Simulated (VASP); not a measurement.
A run of VASP 6.6.1 is set up as follows.

Contents of INCAR:

```
PREC = Accurate
ENCUT = 520
EDIFF = 1E-7
ISMEAR = 0
SIGMA = 0.1
LREAL = False
LASPH = True
NELM = 100
ALGO = Normal
ISIF = 2
LWAVE = False
LCHARG = True
GGA = PE
LELF = True
LVHAR = True
NBANDS = 12
```

KPOINTS

```
Automatic mesh
0
Gamma
  18 18 18
```

File POSCAR:

```
Ag
1.0
   -1.6208024833      1.6208024833      1.6208024833
    1.6208024833     -1.6208024833      1.6208024833
    1.6208024833      1.6208024833     -1.6208024833
Ag
1
Direct
    0.0000000000      0.0000000000      0.0000000000
```

Potentials or basis: VASP PAW PBE potentials, release 64 (Ag).

Launch:

```bash
$ cat potpaw_PBE.64/Ag/POTCAR > POTCAR
$ mpirun -np 1 vasp_std > vasp.out
```

(1) What does it give for the pressure?

Answers

(1) 5.5 GPa.

Caveat: the cell differs from its parent crystal (strained).
